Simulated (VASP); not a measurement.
# VN2 (I4/mcm) in VASP: a series of runs

Runs on VN2. Level: PBE. Tasks: relaxation of shape and atoms at fixed volume.

All numbers are computed with VASP 6.6.1; they aren't measurements. Logs are shortened: lines on timing, memory, paths and dates and some standing lists are left out, and cuts for length are marked.

## Step 1: The cell of the first run

The structure is tetragonal, space group I4/mcm (No. 140). Conventional cell: a = 4.349 Å, b = 4.349 Å, c = 5.018 Å, α = 90.00°, β = 90.00°, γ = 90.00°. V (site symmetry 422) has 16 N at 2.15 to 2.99 Å and 6 V at 2.51 to 3.08 Å within 3.1 Å. Within 1.9 Å of N (site symmetry m2m) lie 1 N at 1.40 Å.

## Step 2: Relaxation of shape and atoms at fixed volume, PBE (7.91 Å³/atom)

Contents of INCAR:

```
PREC = Accurate ; ENCUT = 600
EDIFF = 1E-6 ; ISMEAR = 0
SIGMA = 0.1 ; LREAL = F
LASPH = T ; NELM = 80
ALGO = Fast ; ISIF = 4
LWAVE = F ; LCHARG = F
GGA = PE ; IBRION = 2
NSW = 50 ; EDIFFG = -0.01
```

Contents of KPOINTS:

```
Automatic mesh
0
Gamma
  12 12 12
```

Contents of POSCAR:

```
VN2
1.0
   -2.1746706634      2.1746706634      2.5088391203
    2.1746706634     -2.1746706634      2.5088391203
    2.1746706634      2.1746706634     -2.5088391203
V N
2 4
Direct
    0.2500000000      0.2500000000      0.0000000000
    0.7500000000      0.7500000000      0.0000000000
    0.1135731475      0.6135731475      0.7271462950
    0.6135731475      0.8864268525      0.5000000000
    0.8864268525      0.3864268525      0.2728537050
    0.3864268525      0.1135731475      0.5000000000
```

Potentials or basis: VASP PAW PBE potentials, release 64 (V_sv, N).

Started as:

```sh
$ cat potpaw_PBE.64/V_sv/POTCAR potpaw_PBE.64/N/POTCAR > POTCAR
$ mpirun -np 1 vasp_std > vasp.out
```

OUTCAR:

```text
PREC = Accurate
   ENCUT = 600
   EDIFF = 1E-6
   ISMEAR = 0
   LREAL = F
   LASPH = T
   NELM = 80
   ISIF = 4
   GGA = PE
   IBRION = 2
   NSW = 50
   EDIFFG = -0.01

 ion  position               nearest neighbor table
   1  0.250  0.250  0.000-   5 2.15   4 2.15   3 2.15   5 2.15   6 2.15   6 2.15   3 2.15   4 2.15
                             2 2.51   2 2.51
   2  0.750  0.750  0.000-   6 2.15   5 2.15   3 2.15   4 2.15   5 2.15   4 2.15   6 2.15   3 2.15
                             1 2.51   1 2.51
   3  0.114  0.614  0.727-   5 1.40   1 2.15   1 2.15   2 2.15   2 2.15
   4  0.614  0.886  0.500-   6 1.40   2 2.15   1 2.15   2 2.15   1 2.15
   5  0.886  0.386  0.273-   3 1.40   2 2.15   1 2.15   2 2.15   1 2.15
   6  0.386  0.114  0.500-   4 1.40   1 2.15   2 2.15   1 2.15   2 2.15

  LATTYP: Found a body centered tetragonal cell.
 ALAT       =     4.3493413268
 C/A-ratio  =     1.1536639375

  Lattice vectors:

 A1 = (  -2.1746706634,   2.1746706634,   2.5088391203)
 A2 = (   2.1746706634,  -2.1746706634,   2.5088391203)
 A3 = (   2.1746706634,   2.1746706634,  -2.5088391203)

Analysis of symmetry for initial positions (statically):
=====================================================================
 Subroutine PRICEL returns:
 Original cell was already a primitive cell.

 Routine SETGRP: Setting up the symmetry group for a
 body centered tetragonal supercell.

 Subroutine GETGRP returns: Found 16 space group operations
 (whereof  8 operations were pure point group operations)
 out of a pool of 16 trial point group operations.

The static configuration has the point symmetry C_4h.
 The point group associated with its full space group is D_4h.

Analysis of symmetry for dynamics (positions and initial velocities):
=====================================================================
 Subroutine PRICEL returns:
 Original cell was already a primitive cell.

 Routine SETGRP: Setting up the symmetry group for a
 body centered tetragonal supercell.

 Subroutine GETGRP returns: Found 16 space group operations
 (whereof  8 operations were pure point group operations)
 out of a pool of 16 trial point group operations.

The dynamic configuration has the point symmetry C_4h.
 The point group associated with its full space group is D_4h.

 Subroutine INISYM returns: Found 16 space group operations
 (whereof  8 operations are pure point group operations),
 and found     1 'primitive' translations

----------------------------------------------------------------------------------------

                                     Primitive cell

  volume of cell :      47.4591

  direct lattice vectors                    reciprocal lattice vectors
    -2.174670663  2.174670663  2.508839120     0.000000000  0.229919872  0.199295362
     2.174670663 -2.174670663  2.508839120     0.229919872  0.000000000  0.199295362
     2.174670663  2.174670663 -2.508839120     0.229919872  0.229919872  0.000000000

  length of vectors
     3.968961920  3.968961920  3.968961920     0.304272556  0.304272556  0.325155801

  position of ions in fractional coordinates (direct lattice)
     0.250000000  0.250000000  0.000000000
     0.750000000  0.750000000  0.000000000
     0.113573147  0.613573147  0.727146295
     0.613573147  0.886426853  0.500000000
     0.886426853  0.386426853  0.272853705
     0.386426853  0.113573147  0.500000000

  ion indices of the primitive-cell ions
   primitive index   ion index
                 1           1
                 2           2
                 3           3
                 4           4
                 5           5
                 6           6

----------------------------------------------------------------------------------------

 KPOINTS: Automatic mesh

Automatic generation of k-mesh.
 Grid dimensions read from file:
 generate k-points for:   12   12   12

 Generating k-lattice:

  Cartesian coordinates                     Fractional coordinates (reciprocal lattice)
     0.000000000  0.019159989  0.016607947     0.083333333  0.000000000  0.000000000
     0.019159989  0.000000000  0.016607947     0.000000000  0.083333333  0.000000000
     0.019159989  0.019159989  0.000000000     0.000000000  0.000000000  0.083333333

  Length of vectors
     0.025356046  0.025356046  0.027096317

  Shift w.r.t. Gamma in fractional coordinates (k-lattice)
     0.000000000  0.000000000  0.000000000

 Subroutine IBZKPT returns following result:
 ===========================================

 Found    163 irreducible k-points:

 Following reciprocal coordinates:
            Coordinates               Weight
  0.000000  0.000000  0.000000      1.000000
  0.083333  0.000000  0.000000      8.000000
  0.166667 -0.000000  0.000000      8.000000
  0.250000 -0.000000  0.000000      8.000000
  0.333333 -0.000000  0.000000      8.000000
  0.416667  0.000000  0.000000      8.000000
[... 16 lines left out ...]
  0.500000  0.166667  0.000000     16.000000
 -0.416667  0.166667  0.000000     16.000000
 [... further k-points ...]
   k-points           NKPTS =    163   k-points in BZ     NKDIM =    163   number of bands    NBANDS=     27
   number of dos      NEDOS =    301   number of ions     NIONS =      6
   total plane-waves  NPLWV =  32768
   dimension x,y,z NGX =    32 NGY =   32 NGZ =   32
   dimension x,y,z NGXF=    64 NGYF=   64 NGZF=   64
   ions per type =               2   4
   NGX,Y,Z   is equivalent  to a cutoff of  13.40, 13.40, 13.40 a.u.
   NGXF,Y,Z  is equivalent  to a cutoff of  26.81, 26.81, 26.81 a.u.
 SYSTEM =  unknown system
   PREC   = accura    normal or accurate (medium, high low for compatibility)
   ISTART =      0    job   : 0-new  1-cont  2-samecut
   ICHARG =      2    charge: 1-file 2-atom 10-const
   ISPIN  =      1    spin polarized calculation?
   LNONCOLLINEAR =      F non collinear calculations
   LSORBIT =      F    spin-orbit coupling
   LASPH  =      T    aspherical Exc in radial PAW
   ENCUT  =  600.0 eV  44.10 Ry    6.64 a.u.   7.93  7.93  7.93*2*pi/ulx,y,z
   NELM   =     80;   NELMIN=  2; NELMDL= -5     # of ELM steps
   EDIFF  = 0.1E-05   stopping-criterion for ELM
   LREAL  =      F    real-space projection
   EDIFFG = -.1E-01   stopping-criterion for IOM
   NSW    =     50    number of steps for IOM
   IBRION =      2    ionic relax: 0-MD 1-quasi-New 2-CG
   NFREE  =      1    steps in history (QN), initial steepest desc. (CG)
   ISIF   =      4    stress and relaxation
   ISYM   =      2    0-nonsym 1-usesym 2-fastsym
   POTIM  = 0.5000    time-step for ionic-motion
   TEBEG  =    0.0;   TEEND  =   0.0 temperature during run
   PSTRESS=    0.0 pullay stress
   NELECT =      46.0000    total number of electrons
   NUPDOWN=      -1.0000    fix difference up-down
   EMIN   =  10.00;   EMAX   =-10.00  energy-range for DOS
   EFERMI =   0.00;   METHOD = LEGACY
   ISMEAR =     0;   SIGMA  =   0.10  broadening in eV -4-tet -1-fermi 0-gaus
   EFERMI_NEDOS =   21; number of points for ismear=-14 and -15
   IALGO  =     68    algorithm
   IMIX   =      4    mixing-type and parameters
     AMIX     =   0.40;   BMIX     =  1.00
     AMIX_MAG =   1.60;   BMIX_MAG =  1.00
  volume/ion in A,a.u.               =       7.91        53.38
  Fermi-wavevector in a.u.,A,eV,Ry     =   1.620146  3.061632 35.713570  2.624873
  Thomas-Fermi vector in A             =   2.714132
   LORBIT       =      0    0 simple, 1 ext, 2 COOP (PROOUT), +10 PAW based schemes
   GGA     = PE    functional components
   LHFCALC =     F    Hartree Fock is set to
   AEXX    =    0.0000 exact exchange contribution
   IVDW    =     0    specifies the selected vdW correction
   LEPSILON=     F    determine dielectric tensor
   LRPA    =     F    only Hartree local field effects (RPA)
 conjugate gradient relaxation of ions
 non-spin polarized calculation
 RMM-DIIS sequential band-by-band and
 Gauss-broadening in eV      SIGMA  =   0.10
  energy-cutoff  :      600.00
  volume of cell :       47.46
 maximum number of plane-waves:      1626
   NGX = 15   NGY = 15   NGZ = 15

--------------------------------------- Ionic step        1  -------------------------------------------

 number of electron      46.0000004 magnetization

 Free energy of the ion-electron system (eV)
  ---------------------------------------------------
  ext. energy  EPLUGINS =         0.00000000
  ---------------------------------------------------
  free energy    TOTEN  =       -53.32955072 eV

  energy without entropy =      -53.31620063  energy(sigma->0) =      -53.32287568

------------------------ aborting loop because EDIFF is reached ----------------------------------------

  FORCE on cell =-STRESS in cart. coord.  units (eV):
  Direction    XX          YY          ZZ          XY          YZ          ZX
  --------------------------------------------------------------------------------------
  -------------------------------------------------------------------------------------
  Total       -2.7221739     -2.7221739     -2.3117937      0.0000000      0.0000000      0.0000000
  in kB      -91.8981255    -91.8981255    -78.0440624      0.0000000      0.0000000      0.0000000
  external PRESSURE =     -87.2801045 kB  Pullay stress =       0.0000000 kB

 VOLUME and BASIS-vectors are now :
 -----------------------------------------------------------------------------
  energy-cutoff  :      600.00
  volume of cell :       47.46
      direct lattice vectors                 reciprocal lattice vectors
    -2.174670663  2.174670663  2.508839120     0.000000000  0.229919872  0.199295362
     2.174670663 -2.174670663  2.508839120     0.229919872  0.000000000  0.199295362
     2.174670663  2.174670663 -2.508839120     0.229919872  0.229919872  0.000000000
[... 121 lines left out ...]
 POSITION                                       TOTAL-FORCE (eV/Angst)
 -----------------------------------------------------------------------------------
      2.17349      2.17349     -1.25578         0.000000     -0.000000      0.000000
      2.17349      2.17349      1.25578         0.000000     -0.000000      0.000000
      2.66426      0.49077      0.00000         0.007807      0.007807      0.000000
      1.68272      0.49077      2.51156        -0.007807      0.007807      0.000000
     -0.49077      1.68272      2.51156        -0.007807     -0.007807     -0.000000
      0.49077      1.68272      0.00000         0.007807     -0.007807      0.000000
 -----------------------------------------------------------------------------------
    total drift:                               -0.000000     -0.000000     -0.000000

  FREE ENERGIE OF THE ION-ELECTRON SYSTEM (eV)
  ---------------------------------------------------
  free  energy   TOTEN  =       -53.3312001966 eV

  energy  without entropy=      -53.3177403192  energy(sigma->0) =      -53.32447026

--------------------------------------- Ionic step        5  -------------------------------------------

 number of electron      46.0000003 magnetization

 Free energy of the ion-electron system (eV)
  ---------------------------------------------------
  ext. energy  EPLUGINS =         0.00000000
  ---------------------------------------------------
  free energy    TOTEN  =       -53.33124051 eV

  energy without entropy =      -53.31769793  energy(sigma->0) =      -53.32446922

 E-fermi :  10.9949     XC(G=0): -13.4895

 val. band max:       10.9909656554   @ k =   0.4167   0.0833   0.0833
 cond. band min:      10.9956244063   @ k =   0.5000   0.5000   0.0000
 fundamental gap:      0.0046587509
 Fermi energy:        10.9949269544

 k-point     1 :       0.0000    0.0000    0.0000
  band No.  band energies     occupation
      1     -54.6002      2.00000
      2     -54.4559      2.00000
      3     -28.6454      2.00000
      4     -28.4487      2.00000
      5     -28.4487      2.00000
      6     -28.4419      2.00000
[... 19 lines left out ...]
     26      11.9193      0.00000
     27      12.1799      0.00000
[... 667 lines left out ...]
      5     -28.4612      2.00000
      6     -28.4398      2.00000
[... 19 lines left out ...]
     26      11.9439      0.00000
     27      12.4203      0.00000

 [... further k-points ...]
[... 5 lines left out ...]
  --------------------------------------------------------------------------------------
  -------------------------------------------------------------------------------------
  Total       -2.4342278     -2.4342278     -2.4433312      0.0000000      0.0000000      0.0000000
  in kB      -82.1773254    -82.1773254    -82.4846487      0.0000000      0.0000000      0.0000000
  external PRESSURE =     -82.2797665 kB  Pullay stress =       0.0000000 kB

 VOLUME and BASIS-vectors are now :
 -----------------------------------------------------------------------------
  energy-cutoff  :      600.00
  volume of cell :       47.46
      direct lattice vectors                 reciprocal lattice vectors
    -2.172774434  2.172774434  2.513220073     0.000000000  0.230120528  0.198947957
     2.172774434 -2.172774434  2.513220073     0.230120528  0.000000000  0.198947957
     2.172774434  2.172774434 -2.513220073     0.230120528  0.230120528  0.000000000

 POSITION                                       TOTAL-FORCE (eV/Angst)
 -----------------------------------------------------------------------------------
      0.00000      0.00000      1.25661         0.000000     -0.000000      0.000000
      0.00000      0.00000      3.76983         0.000000     -0.000000      0.000000
      2.66356      0.49079      0.00000         0.001718      0.001718     -0.000000
      1.68199      0.49079      2.51322        -0.001718      0.001718     -0.000000
     -0.49079      1.68199      2.51322        -0.001718     -0.001718      0.000000
      0.49079      1.68199      0.00000         0.001718     -0.001718      0.000000
 -----------------------------------------------------------------------------------
    total drift:                               -0.000000      0.000000      0.000000

  FREE ENERGIE OF THE ION-ELECTRON SYSTEM (eV)
  ---------------------------------------------------
  free  energy   TOTEN  =       -53.3312405101 eV

  energy  without entropy=      -53.3176979261  energy(sigma->0) =      -53.32446922

 reached required accuracy - stopping structural energy minimisation
```

Run time: 16 min. Hardware: 1 thread of Oxide Virtual Turin-like, shared host; peak memory 0.31 GiB.

Results:

- Free energy: -53.3312 eV
- Energy gained by relaxing: 0.3 meV/atom
- Ionic steps: 5
- Pressure after relaxing: -8.2 GPa
- Band gap on the k mesh: zero (bands 23 and 24 overlap by 0.34 eV)

Forces in eV/Å, atoms in the order of the input:
```
V    0.000  0.000  0.000
V    0.000  0.000  0.000
N    0.002  0.002  0.000
N   -0.002  0.002  0.000
N   -0.002 -0.002  0.000
N    0.002 -0.002  0.000
```

Step by step:
| step | energy change (eV) | largest force (eV/Å) | pressure (GPa) | volume (Å³) |
| --- | --- | --- | --- | --- |
| 1 | 0.0000 | 0.1747 | -8.73 | 47.46 |
| 2 | 0.0003 | 0.2146 | -7.67 | 47.46 |
| 3 | -0.0016 | 0.0071 | -8.22 | 47.46 |
| 4 | -0.0016 | 0.0110 | -8.18 | 47.46 |
| 5 | -0.0017 | 0.0024 | -8.23 | 47.46 |

Final structure:
```yaml
crystal:
  lattice:
    - [-2.17277, 2.17277, 2.51322]
    - [2.17277, -2.17277, 2.51322]
    - [2.17277, 2.17277, -2.51322]
  atoms:
    - { symbol: V, position: [0.25000, 0.25000, 0.00000] }
    - { symbol: V, position: [0.75000, 0.75000, 0.00000] }
    - { symbol: N, position: [0.11294, 0.61294, 0.72588] }
    - { symbol: N, position: [0.61294, 0.88706, 0.50000] }
    - { symbol: N, position: [0.88706, 0.38706, 0.27412] }
    - { symbol: N, position: [0.38706, 0.11294, 0.50000] }
```

Caveat: the run has no spin polarisation, though such a crystal can be magnetic.

## Step 3: Relaxation of shape and atoms at fixed volume, PBE (8.14 Å³/atom)

This run uses another cell than the first one, of 8.14 Å³/atom.

Contents of INCAR:

```
SYSTEM = VN2
PREC = Accurate
ENCUT = 600
EDIFF = 1E-6
ISMEAR = 0
SIGMA = 0.1
LREAL = .FALSE.
LASPH = .TRUE.
NELM = 100
ALGO = Fast
ISIF = 4
LWAVE = .FALSE.
LCHARG = .FALSE.
GGA = PE
IBRION = 2
NSW = 50
EDIFFG = -0.01
```

Contents of KPOINTS:

```
regular mesh
0
G
  12 12 12
  0 0 0
```

Contents of POSCAR:

```
VN2
1.0
   -2.1937174708      2.1937174708      2.5372721774
    2.1937174708     -2.1937174708      2.5372721774
    2.1937174708      2.1937174708     -2.5372721774
V N
2 4
Direct
    0.2500000000      0.2500000000      0.0000000000
    0.7500000000      0.7500000000      0.0000000000
    0.1127604206      0.6127604206      0.7255208413
    0.6127604206      0.8872395794      0.5000000000
    0.8872395794      0.3872395794      0.2744791587
    0.3872395794      0.1127604206      0.5000000000
```

Potentials or basis: VASP PAW PBE potentials, release 64 (V_sv, N).

Started as:

```sh
$ cat potpaw_PBE.64/V_sv/POTCAR potpaw_PBE.64/N/POTCAR > POTCAR
$ mpirun -np 1 vasp_std > vasp.out
```

Wall time 10 min (1 thread of Oxide Virtual Turin-like, shared host); peak memory 0.31 GiB.

The run converged. Its results:

```
Free energy               : -53.2324 eV
Energy gained by relaxing : 0.3 meV/atom
Ionic steps               : 5
Pressure after relaxing   : -15.4 GPa
Band gap on the k mesh    : zero (bands 23 and 24 overlap by 0.29 eV)
```

Forces on the atoms (eV/Å):
```
V    0.000  0.000  0.000
V    0.000  0.000  0.000
N    0.002  0.002  0.000
N   -0.002  0.002  0.000
N   -0.002 -0.002  0.000
N    0.002 -0.002  0.000
```

The path:
| step | energy change (eV) | largest force (eV/Å) | pressure (GPa) | volume (Å³) |
| --- | --- | --- | --- | --- |
| 1 | 0.0000 | 0.1787 | -15.98 | 48.84 |
| 2 | -0.0001 | 0.1991 | -14.86 | 48.84 |
| 3 | -0.0019 | 0.0080 | -15.42 | 48.84 |
| 4 | -0.0019 | 0.0121 | -15.37 | 48.84 |
| 5 | -0.0019 | 0.0027 | -15.42 | 48.84 |

Final structure:
```
CELL_PARAMETERS angstrom
-2.19158 2.19158 2.54222
2.19158 -2.19158 2.54222
2.19158 2.19158 -2.54222
ATOMIC_POSITIONS crystal
V 0.25000 0.25000 0.00000
V 0.75000 0.75000 0.00000
N 0.11208 0.61208 0.72416
N 0.61208 0.88792 0.50000
N 0.88792 0.38792 0.27584
N 0.38792 0.11208 0.50000
```

Levels at points of the mesh, in eV from the Fermi level:
```
           k point  band 21  band 22  band 23  band 24  band 25  band 26
(0.00, 0.00, 0.00)    -2.37    -2.30    -2.30     0.71     0.90     0.90
(0.50, 0.00, 0.00)    -2.81    -2.81     0.15     0.15     0.66     0.66
(0.50, 0.50, 0.00)    -2.49    -2.40    -1.13     0.00     0.77     1.03
(0.50, 0.50, 0.50)    -1.85    -0.24    -0.13    -0.11    -0.07     0.04
```

Caveat: the run has no spin polarisation, though such a crystal can be magnetic.
